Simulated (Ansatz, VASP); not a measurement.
One calculation of KCl, two programs

```
CELL_PARAMETERS angstrom
0.00000 3.18946 3.18946
3.18946 0.00000 3.18946
3.18946 3.18946 0.00000
ATOMIC_POSITIONS crystal
K 0.00000 0.00000 0.00000
Cl 0.50000 0.50000 0.50000
```

Alike in both runs: task electric field gradients; functional PBE; k mesh 13 × 13 × 13; occupations fermi-dirac, width 0.05 eV; no spin polarisation.

|  | VASP | Ansatz |
| --- | --- | --- |
| version | VASP 6.6.1 | Ansatz 0.2.0 |
| potentials or method | VASP PAW PBE potentials, release 64 (K_sv, Cl) | PAW with Ansatz's default frozen-core files, scalar-relativistic |
| plane-wave cutoff (eV) | 520 | 420 |
| valence electrons in the cell | 16 | 16 |

|  | VASP | Ansatz | Ansatz less VASP |
| --- | --- | --- | --- |
| gap on the k mesh at the Fermi level (eV) | 5.05 | 5.05 | +0.002 |
| pressure (GPa) | 0.0 | 0.0 | -0.01 |
